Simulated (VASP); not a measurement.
# ZnO (P6_3mc) in VASP: notebook

The runs below take ZnO through single point, with PBEsol.

All numbers are computed with VASP 6.6.1; they aren't measurements. Logs are shortened: lines on timing, memory, paths and dates and some standing lists are left out, and cuts for length are marked.

## 1. The cell of the first run

The structure is hexagonal, space group P6_3mc (No. 186). Conventional cell: a = 3.230 Å, b = 3.230 Å, c = 5.110 Å, α = 90.00°, β = 90.00°, γ = 120.00°. Within 2.6 Å of Zn (site symmetry 3m) lie 4 O at 1.96 to 1.97 Å. O (site symmetry 3m) has 4 Zn at 1.96 to 1.97 Å within 2.6 Å.

## 2. Single point, PBEsol

The input, INCAR:

```
SYSTEM = ZnO
ALGO = Normal ; EDIFF = 1E-6
ENCUT = 910 ; GGA = PS
GGA_COMPAT = .FALSE. ; ISIF = 2
ISMEAR = 0 ; LASPH = .TRUE.
LCHARG = .FALSE. ; LREAL = .FALSE.
LWAVE = .FALSE. ; NBANDS = 26
NELM = 120 ; PREC = Accurate
SIGMA = 0.02
```

The input, KPOINTS:

```
k-points
0
G
  12 12 6
  0 0 0
```

The input, POSCAR:

```
ZnO
1.0
    3.2304736098      0.0000000000      0.0000000000
   -1.6152368049      2.7976722123      0.0000000000
    0.0000000000      0.0000000000      5.1097940982
Zn O
2 2
Direct
    0.6666666667      0.3333333333      0.4978735395
    0.3333333333      0.6666666667     -0.0021264605
    0.6666666667      0.3333333333      0.8824364605
    0.3333333333      0.6666666667      0.3824364605
```

Potentials or basis: VASP PAW PBE potentials, release 64 (Zn, O_h).

Run with:

```bash
> cat potpaw_PBE.64/Zn/POTCAR potpaw_PBE.64/O_h/POTCAR > POTCAR
> mpirun -np 1 vasp_std > vasp.out
```

OUTCAR:

```text
SYSTEM = ZnO
   EDIFF = 1E-6
   ENCUT = 910
   GGA = PS
   ISIF = 2
   ISMEAR = 0
   LASPH = .TRUE.
   LREAL = .FALSE.
   NELM = 120
   PREC = Accurate

 ion  position               nearest neighbor table
   1  0.667  0.333  0.498-   4 1.96   4 1.96   4 1.96   3 1.97
   2  0.333  0.667  0.998-   3 1.96   3 1.96   3 1.96   4 1.97
   3  0.667  0.333  0.882-   2 1.96   2 1.96   2 1.96   1 1.97
   4  0.333  0.667  0.382-   1 1.96   1 1.96   1 1.96   2 1.97

  LATTYP: Found a hexagonal cell.
 ALAT       =     3.2304736098
 C/A-ratio  =     1.5817476678

  Lattice vectors:

 A1 = (   3.2304736098,   0.0000000000,   0.0000000000)
 A2 = (  -1.6152368049,   2.7976722123,   0.0000000000)
 A3 = (   0.0000000000,   0.0000000000,   5.1097940982)

Analysis of symmetry for initial positions (statically):
=====================================================================
 Subroutine PRICEL returns:
 Original cell was already a primitive cell.

 Routine SETGRP: Setting up the symmetry group for a
 hexagonal supercell.

 Subroutine GETGRP returns: Found 12 space group operations
 (whereof  6 operations were pure point group operations)
 out of a pool of 24 trial point group operations.

The static configuration has the point symmetry C_3v.
 The point group associated with its full space group is C_6v.

Analysis of symmetry for dynamics (positions and initial velocities):
=====================================================================
 Subroutine PRICEL returns:
 Original cell was already a primitive cell.

 Routine SETGRP: Setting up the symmetry group for a
 hexagonal supercell.

 Subroutine GETGRP returns: Found 12 space group operations
 (whereof  6 operations were pure point group operations)
 out of a pool of 24 trial point group operations.

The dynamic configuration has the point symmetry C_3v.
 The point group associated with its full space group is C_6v.

 Subroutine INISYM returns: Found 12 space group operations
 (whereof  6 operations are pure point group operations),
 and found     1 'primitive' translations

----------------------------------------------------------------------------------------

                                     Primitive cell

  volume of cell :      46.1813

  direct lattice vectors                    reciprocal lattice vectors
     3.230473610  0.000000000  0.000000000     0.309552134  0.178720008  0.000000000
    -1.615236805  2.797672212  0.000000000     0.000000000  0.357440016  0.000000000
     0.000000000  0.000000000  5.109794098     0.000000000  0.000000000  0.195702602

  length of vectors
     3.230473610  3.230473610  5.109794098     0.357440016  0.357440016  0.195702602

  position of ions in fractional coordinates (direct lattice)
     0.666666667  0.333333333  0.497873539
     0.333333333  0.666666667  0.997873539
     0.666666667  0.333333333  0.882436461
     0.333333333  0.666666667  0.382436461

  ion indices of the primitive-cell ions
   primitive index   ion index
                 1           1
                 2           2
                 3           3
                 4           4

----------------------------------------------------------------------------------------

 KPOINTS: k-points

Automatic generation of k-mesh.
 Grid dimensions read from file:
 generate k-points for:   12   12    6

 Generating k-lattice:

  Cartesian coordinates                     Fractional coordinates (reciprocal lattice)
     0.025796011  0.014893334  0.000000000     0.083333333 -0.000000000  0.000000000
     0.000000000  0.029786668  0.000000000     0.000000000  0.083333333  0.000000000
     0.000000000  0.000000000  0.032617100     0.000000000  0.000000000  0.166666667

  Length of vectors
     0.029786668  0.029786668  0.032617100

  Shift w.r.t. Gamma in fractional coordinates (k-lattice)
     0.000000000  0.000000000  0.000000000

 Subroutine IBZKPT returns following result:
 ===========================================

 Found     76 irreducible k-points:

 Following reciprocal coordinates:
            Coordinates               Weight
  0.000000  0.000000  0.000000      1.000000
  0.083333  0.000000  0.000000      6.000000
  0.166667  0.000000  0.000000      6.000000
  0.250000  0.000000  0.000000      6.000000
  0.333333  0.000000  0.000000      6.000000
  0.416667  0.000000  0.000000      6.000000
[... 16 lines left out ...]
  0.250000  0.000000  0.166667     12.000000
  0.333333  0.000000  0.166667     12.000000
 [... further k-points ...]
   k-points           NKPTS =     76   k-points in BZ     NKDIM =     76   number of bands    NBANDS=     26
   number of dos      NEDOS =    301   number of ions     NIONS =      4
   total plane-waves  NPLWV =  51200
   dimension x,y,z NGX =    32 NGY =   32 NGZ =   50
   dimension x,y,z NGXF=    64 NGYF=   64 NGZF=  100
   ions per type =               2   2
   NGX,Y,Z   is equivalent  to a cutoff of  16.47, 16.47, 16.27 a.u.
   NGXF,Y,Z  is equivalent  to a cutoff of  32.94, 32.94, 32.53 a.u.
 SYSTEM =  ZnO
   PREC   = accura    normal or accurate (medium, high low for compatibility)
   ISTART =      0    job   : 0-new  1-cont  2-samecut
   ICHARG =      2    charge: 1-file 2-atom 10-const
   ISPIN  =      1    spin polarized calculation?
   LNONCOLLINEAR =      F non collinear calculations
   LSORBIT =      F    spin-orbit coupling
   LASPH  =      T    aspherical Exc in radial PAW
   ENCUT  =  910.0 eV  66.88 Ry    8.18 a.u.   7.95  7.95 12.57*2*pi/ulx,y,z
   NELM   =    120;   NELMIN=  2; NELMDL= -5     # of ELM steps
   EDIFF  = 0.1E-05   stopping-criterion for ELM
   LREAL  =      F    real-space projection
   EDIFFG = 0.1E-04   stopping-criterion for IOM
   NSW    =      0    number of steps for IOM
   IBRION =     -1    ionic relax: 0-MD 1-quasi-New 2-CG
   NFREE  =      0    steps in history (QN), initial steepest desc. (CG)
   ISIF   =      2    stress and relaxation
   ISYM   =      2    0-nonsym 1-usesym 2-fastsym
   POTIM  = 0.5000    time-step for ionic-motion
   TEBEG  =    0.0;   TEEND  =   0.0 temperature during run
   PSTRESS=    0.0 pullay stress
   NELECT =      36.0000    total number of electrons
   NUPDOWN=      -1.0000    fix difference up-down
   EMIN   =  10.00;   EMAX   =-10.00  energy-range for DOS
   EFERMI =   0.00;   METHOD = LEGACY
   ISMEAR =     0;   SIGMA  =   0.02  broadening in eV -4-tet -1-fermi 0-gaus
   EFERMI_NEDOS =   21; number of points for ismear=-14 and -15
   IALGO  =     38    algorithm
   IMIX   =      4    mixing-type and parameters
     AMIX     =   0.40;   BMIX     =  1.00
     AMIX_MAG =   1.60;   BMIX_MAG =  1.00
  volume/ion in A,a.u.               =      11.55        77.91
  Fermi-wavevector in a.u.,A,eV,Ry     =   1.506677  2.847207 30.886258  2.270076
  Thomas-Fermi vector in A             =   2.617363
   LORBIT       =      0    0 simple, 1 ext, 2 COOP (PROOUT), +10 PAW based schemes
   GGA     = PS    functional components
   LHFCALC =     F    Hartree Fock is set to
   AEXX    =    0.0000 exact exchange contribution
   IVDW    =     0    specifies the selected vdW correction
   LEPSILON=     F    determine dielectric tensor
   LRPA    =     F    only Hartree local field effects (RPA)
 non-spin polarized calculation
 Gauss-broadening in eV      SIGMA  =   0.02
  energy-cutoff  :      910.00
  volume of cell :       46.18
 maximum number of plane-waves:      2916
 NGX is ok and might be reduce to    32
   NGX = 15   NGY = 15   NGZ = 25

 number of electron      36.0000004 magnetization

 Free energy of the ion-electron system (eV)
  ---------------------------------------------------
  ext. energy  EPLUGINS =         0.00000000
  ---------------------------------------------------
  free energy    TOTEN  =       -19.40345605 eV

  energy without entropy =      -19.40345605  energy(sigma->0) =      -19.40345605

 E-fermi :   1.7908     XC(G=0): -11.3524

 val. band max:        1.6535280570   @ k =   0.0000   0.0000   0.0000
 cond. band min:       2.3979177237   @ k =   0.0000   0.0000   0.0000
 fundamental gap:      0.7443896667
 Fermi energy:         1.7908204603

 k-point     1 :       0.0000    0.0000    0.0000
  band No.  band energies     occupation
      1     -16.6308      2.00000
      2     -15.8135      2.00000
      3      -4.2245      2.00000
      4      -4.2211      2.00000
      5      -4.2211      2.00000
      6      -4.0915      2.00000
[... 18 lines left out ...]
     25      15.7576      0.00000
     26      16.0584      0.00000

 k-point     2 :       0.0833    0.0000    0.0000
  band No.  band energies     occupation
      1     -16.5896      2.00000
      2     -15.7960      2.00000
      3      -4.2749      2.00000
      4      -4.1961      2.00000
      5      -4.1678      2.00000
      6      -4.0694      2.00000
[... 18 lines left out ...]
     25      15.8733      0.00000
     26      16.1699      0.00000

 k-point     3 :       0.1667    0.0000    0.0000
  band No.  band energies     occupation
      1     -16.4734      2.00000
      2     -15.7498      2.00000
      3      -4.3963      2.00000
      4      -4.1294      2.00000
      5      -4.1021      2.00000
      6      -4.0183      2.00000
[... 18 lines left out ...]
     25      15.8309      0.00000
     26      16.0313      0.00000

 k-point     4 :       0.2500    0.0000    0.0000
  band No.  band energies     occupation
      1     -16.3043      2.00000
      2     -15.6921      2.00000
      3      -4.5188      2.00000
      4      -4.1448      2.00000
      5      -4.0455      2.00000
      6      -3.9025      2.00000
[... 18 lines left out ...]
     25      15.0006      0.00000
     26      15.9187      0.00000

 k-point     5 :       0.3333    0.0000    0.0000
  band No.  band energies     occupation
      1     -16.1169      2.00000
      2     -15.6466      2.00000
      3      -4.5798      2.00000
      4      -4.2023      2.00000
      5      -3.9749      2.00000
      6      -3.7771      2.00000
[... 18 lines left out ...]
     25      15.1366      0.00000
     26      15.7833      0.00000

 k-point     6 :       0.4167    0.0000    0.0000
  band No.  band energies     occupation
      1     -15.9572      2.00000
      2     -15.6317      2.00000
      3      -4.5493      2.00000
      4      -4.2807      2.00000
      5      -3.9339      2.00000
      6      -3.6581      2.00000
[... 427 lines left out ...]
 k-point    21 :       0.0833    0.0000    0.1667
  band No.  band energies     occupation
      1     -16.5389      2.00000
      2     -15.8517      2.00000
      3      -4.3172      2.00000
      4      -4.2780      2.00000
      5      -4.1903      2.00000
      6      -4.1064      2.00000
[... 18 lines left out ...]
     25      15.1371      0.00000
     26      15.6327      0.00000

 k-point    22 :       0.1667    0.0000    0.1667
  band No.  band energies     occupation
      1     -16.4265      2.00000
      2     -15.7996      2.00000
      3      -4.4302      2.00000
      4      -4.2650      2.00000
      5      -4.1214      2.00000
      6      -4.0326      2.00000
[... 18 lines left out ...]
     25      15.0070      0.00000
     26      15.7784      0.00000

 k-point    23 :       0.2500    0.0000    0.1667
  band No.  band energies     occupation
      1     -16.2634      2.00000
      2     -15.7330      2.00000
      3      -4.5537      2.00000
      4      -4.2809      2.00000
      5      -4.0331      2.00000
      6      -3.9315      2.00000
[... 18 lines left out ...]
     25      14.9931      0.00000
     26      15.7564      0.00000

 k-point    24 :       0.3333    0.0000    0.1667
  band No.  band energies     occupation
      1     -16.0841      2.00000
      2     -15.6764      2.00000
      3      -4.6189      2.00000
      4      -4.3256      2.00000
      5      -3.9561      2.00000
      6      -3.8129      2.00000
[... 18 lines left out ...]
     25      15.1393      0.00000
     26      15.7036      0.00000

 [... further k-points ...]

------------------------ aborting loop because EDIFF is reached ----------------------------------------

  FORCE on cell =-STRESS in cart. coord.  units (eV):
  Direction    XX          YY          ZZ          XY          YZ          ZX
  --------------------------------------------------------------------------------------
  -------------------------------------------------------------------------------------
  Total        0.8755540      0.8755540      1.4446339      0.0000000      0.0000000      0.0000000
  in kB       30.3757558     30.3757558     50.1189502      0.0000000      0.0000000      0.0000000
  external PRESSURE =      36.9568206 kB  Pullay stress =       0.0000000 kB

 VOLUME and BASIS-vectors are now :
 -----------------------------------------------------------------------------
  energy-cutoff  :      910.00
  volume of cell :       46.18
      direct lattice vectors                 reciprocal lattice vectors
     3.230473610  0.000000000  0.000000000     0.309552134  0.178720008  0.000000000
    -1.615236805  2.797672212  0.000000000     0.000000000  0.357440016  0.000000000
     0.000000000  0.000000000  5.109794098     0.000000000  0.000000000  0.195702602

 POSITION                                       TOTAL-FORCE (eV/Angst)
 -----------------------------------------------------------------------------------
      1.61524      0.93256      2.54403         0.000000     -0.000000     -0.002555
     -0.00000      1.86511      5.09893        -0.000000      0.000000     -0.002555
      1.61524      0.93256      4.50907         0.000000      0.000000      0.002555
     -0.00000      1.86511      1.95417        -0.000000      0.000000      0.002555
 -----------------------------------------------------------------------------------
    total drift:                               -0.000000     -0.000000     -0.001015

  FREE ENERGIE OF THE ION-ELECTRON SYSTEM (eV)
  ---------------------------------------------------
  free  energy   TOTEN  =       -19.4034560528 eV

  energy  without entropy=      -19.4034560528  energy(sigma->0) =      -19.40345605
```

It took 2.6 min on 1 thread of Intel Xeon Platinum 8259CL at 2.50GHz (Skylake/Cascade Lake), shared host; peak memory 0.33 GiB.

Results:

```
Free energy            : -19.4035 eV
Pressure               : 3.7 GPa
Band gap on the k mesh : 0.74 eV
```

Forces in eV/Å, atoms in the order of the input:
```
Zn   0.000  0.000 -0.003
Zn   0.000  0.000 -0.003
O    0.000  0.000  0.003
O    0.000  0.000  0.003
```

Caveat: the cutoff is under 1.25 times the usual one of these potentials, so pressure, stress and relaxed cells hold a basis-set (Pulay) error; the cell stands under pressure; the PAW data sets were made with another functional, which shifts forces and pressure a little.

## 3. Single point, PBEsol

This run uses another cell than the first one, of 11.07 Å³/atom.

The input, INCAR:

```
  ALGO = Normal
  EDIFF = 1E-6
  ENCUT = 910
  GGA = PS
  GGA_COMPAT = False
  ISIF = 2
  ISMEAR = 0
  LASPH = True
  LCHARG = False
  LREAL = False
  LWAVE = False
  NBANDS = 26
  NELM = 120
  PREC = Accurate
  SIGMA = 0.02
```

The input, KPOINTS:

```
k-points
0
Gamma
  12 12 6
```

The input, POSCAR:

```
ZnO
1.0
    3.2304736098      0.0000000000      0.0000000000
   -1.6152368049      2.7976722123      0.0000000000
    0.0000000000      0.0000000000      4.9012310737
Zn O
2 2
Direct
    0.6666666667      0.3333333333      0.4909399271
    0.3333333333      0.6666666667     -0.0090600729
    0.6666666667      0.3333333333      0.8893700729
    0.3333333333      0.6666666667      0.3893700729
```

Potentials or basis: VASP PAW PBE potentials, release 64 (Zn, O_h).

Run with:

```bash
> cat potpaw_PBE.64/Zn/POTCAR potpaw_PBE.64/O_h/POTCAR > POTCAR
> mpirun -np 1 vasp_std > vasp.out
```

OUTCAR:

```text
EDIFF = 1E-6
   ENCUT = 910
   GGA = PS
   ISIF = 2
   ISMEAR = 0
   LASPH = True
   LREAL = False
   NELM = 120
   PREC = Accurate

 ion  position               nearest neighbor table
   1  0.667  0.333  0.491-   4 1.93   4 1.93   4 1.93   3 1.95
   2  0.333  0.667  0.991-   3 1.93   3 1.93   3 1.93   4 1.95
   3  0.667  0.333  0.889-   2 1.93   2 1.93   2 1.93   1 1.95
   4  0.333  0.667  0.389-   1 1.93   1 1.93   1 1.93   2 1.95

  LATTYP: Found a hexagonal cell.
 ALAT       =     3.2304736098
 C/A-ratio  =     1.5171865385

  Lattice vectors:

 A1 = (   3.2304736098,   0.0000000000,   0.0000000000)
 A2 = (  -1.6152368049,   2.7976722123,   0.0000000000)
 A3 = (   0.0000000000,   0.0000000000,   4.9012310737)

Analysis of symmetry for initial positions (statically):
=====================================================================
 Subroutine PRICEL returns:
 Original cell was already a primitive cell.

 Routine SETGRP: Setting up the symmetry group for a
 hexagonal supercell.

 Subroutine GETGRP returns: Found 12 space group operations
[... 169 lines left out ...]

  energy without entropy =      -19.28947840  energy(sigma->0) =      -19.28947840

 E-fermi :   2.2123     XC(G=0): -11.5814

 val. band max:        2.0438868090   @ k =   0.0000   0.0000   0.0000
 cond. band min:       2.8908858857   @ k =   0.0000   0.0000   0.0000
 fundamental gap:      0.8469990768
 Fermi energy:         2.2122609257

 k-point     1 :       0.0000    0.0000    0.0000
  band No.  band energies     occupation
      1     -16.5628      2.00000
      2     -15.6021      2.00000
      3      -4.0594      2.00000
      4      -4.0594      2.00000
      5      -3.9777      2.00000
      6      -3.9139      2.00000
[... 685 lines left out ...]
     25      15.7547      0.00000
     26      16.2737      0.00000

 [... further k-points ...]

------------------------ aborting loop because EDIFF is reached ----------------------------------------

  FORCE on cell =-STRESS in cart. coord.  units (eV):
  Direction    XX          YY          ZZ          XY          YZ          ZX
  --------------------------------------------------------------------------------------
  -------------------------------------------------------------------------------------
  Total        2.5292180      2.5292180      3.7251887      0.0000000     -0.0000000      0.0000000
  in kB       91.4805246     91.4805246    134.7381719      0.0000000     -0.0000000      0.0000000
  external PRESSURE =     105.8997403 kB  Pullay stress =       0.0000000 kB

 VOLUME and BASIS-vectors are now :
 -----------------------------------------------------------------------------
  energy-cutoff  :      910.00
  volume of cell :       44.30
      direct lattice vectors                 reciprocal lattice vectors
     3.230473610  0.000000000  0.000000000     0.309552134  0.178720008  0.000000000
    -1.615236805  2.797672212  0.000000000     0.000000000  0.357440016  0.000000000
     0.000000000  0.000000000  4.901231074     0.000000000  0.000000000  0.204030372

 POSITION                                       TOTAL-FORCE (eV/Angst)
 -----------------------------------------------------------------------------------
      1.61524      0.93256      2.40621         0.000000      0.000000     -0.008409
     -0.00000      1.86511      4.85683        -0.000000      0.000000     -0.008409
      1.61524      0.93256      4.35901         0.000000     -0.000000      0.008409
     -0.00000      1.86511      1.90839        -0.000000      0.000000      0.008409
 -----------------------------------------------------------------------------------
    total drift:                               -0.000000      0.000001      0.000074

  FREE ENERGIE OF THE ION-ELECTRON SYSTEM (eV)
  ---------------------------------------------------
  free  energy   TOTEN  =       -19.2894783988 eV

  energy  without entropy=      -19.2894783988  energy(sigma->0) =      -19.28947840
```

Wall time 2 min (1 thread of Intel Xeon Platinum 8259CL at 2.50GHz (Skylake/Cascade Lake), shared host); peak memory 0.32 GiB.

Results:

```
Free energy            : -19.2895 eV
Pressure               : 10.6 GPa
Largest force          : 0.008 eV/Å
Band gap on the k mesh : 0.85 eV
```

Forces in eV/Å, atoms in the order of the input:
```
Zn   0.000  0.000 -0.008
Zn   0.000  0.000 -0.008
O    0.000  0.000  0.008
O    0.000  0.000  0.008
```

Caveat: the cutoff is under 1.25 times the usual one of these potentials, so pressure, stress and relaxed cells hold a basis-set (Pulay) error; the cell stands under pressure; the PAW data sets were made with another functional, which shifts forces and pressure a little.

[end of part 1 of 2]
